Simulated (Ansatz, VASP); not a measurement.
Two plane-wave programs on BaTiO3

The input INCAR:

```
SYSTEM = BaTiO3
PREC     = Accurate       ! precision mode
ENCUT    = 520            ! plane-wave cutoff, eV
EDIFF    = 1E-7           ! SCF threshold, eV
ISMEAR   = 0              ! smearing method
SIGMA    = 0.01           ! smearing width, eV
LREAL    = .False.        ! projectors in reciprocal space
LASPH    = .True.         ! aspherical terms in the spheres
NELM     = 150            ! most SCF steps
ALGO     = Normal         ! electronic algorithm
ISIF     = 2              ! what is computed and relaxed
LWAVE    = .False.        ! write WAVECAR
LCHARG   = .False.        ! write CHGCAR
LMAXMIX  = 4              ! l up to which the mixer works
LDAU     = .True.         ! DFT+U
LDAUTYPE = 2            
LDAUL    = -1 2 -1        ! shell
LDAUU    = 0 6 0          ! U, eV
LDAUJ    = 0 0 0        
LDAUPRINT= 1            
GGA      = PE             ! functional
IVDW     = 12             ! dispersion correction
NBANDS   = 28             ! bands
```

The input KPOINTS:

```
regular mesh
0
Gamma
  6 6 6
  0 0 0
```

File POSCAR:

```
BaTiO3
1.0
    3.9998000000      0.0000000000      0.0000000000
    0.0000000000      3.9998000000      0.0000000000
    0.0000000000      0.0000000000      4.0180000000
Ba Ti O
1 1 3
Direct
    0.0000000000      0.0000000000      0.0000000000
    0.5000000000      0.5000000000      0.4900000000
    0.5000000000      0.5000000000      0.0190000000
    0.5000000000      0.0000000000      0.5170000000
    0.0000000000      0.5000000000      0.5170000000
```

Input for Ansatz:

```yaml
crystal:
  lattice:
    - [3.9998, 0.0, 0.0]
    - [0.0, 3.9998, 0.0]
    - [0.0, 0.0, 4.018]
  atoms:
    - { symbol: Ba, position: [0.0, 0.0, 0.0] }
    - { symbol: Ti, position: [0.5, 0.5, 0.49] }
    - { symbol: O, position: [0.5, 0.5, 0.019] }
    - { symbol: O, position: [0.5, 0.0, 0.517] }
    - { symbol: O, position: [0.0, 0.5, 0.517] }
kpoints:
  mp_grid:
    grid: [6, 6, 6]
hamiltonian:
  xc: pbe
  dispersion: d3bj
  hubbard:
    - { species: Ti, l: d, u_eff: 6.0 }
scf:
  occupations:
    method: fixed
output:
  eigenvalues: true
```

Alike in both runs: task single point; functional PBE; dispersion D3(BJ); k mesh 6 × 6 × 6; no spin polarisation; Hubbard terms Ti d U = 6.0 eV.

|  | VASP | Ansatz |
| --- | --- | --- |
| version | VASP 6.6.1 | Ansatz 0.2.0 |
| potentials or method | VASP PAW PBE potentials, release 64 (Ba_sv, Ti_sv, O) | plane waves, PAW |
| plane-wave cutoff (eV) | 520 | 420 |
| occupations | gaussian, width 0.01 eV | fixed |
| valence electrons in the cell | 40 | 40 |

|  | VASP | Ansatz | Ansatz less VASP |
| --- | --- | --- | --- |
| gap on the k mesh at the Fermi level (eV) | 2.52 | 2.60 | +0.078 |

The programs project onto different local orbitals, so the same U acts differently, and such runs can settle in different states.

Neither program's run includes spin-orbit coupling.
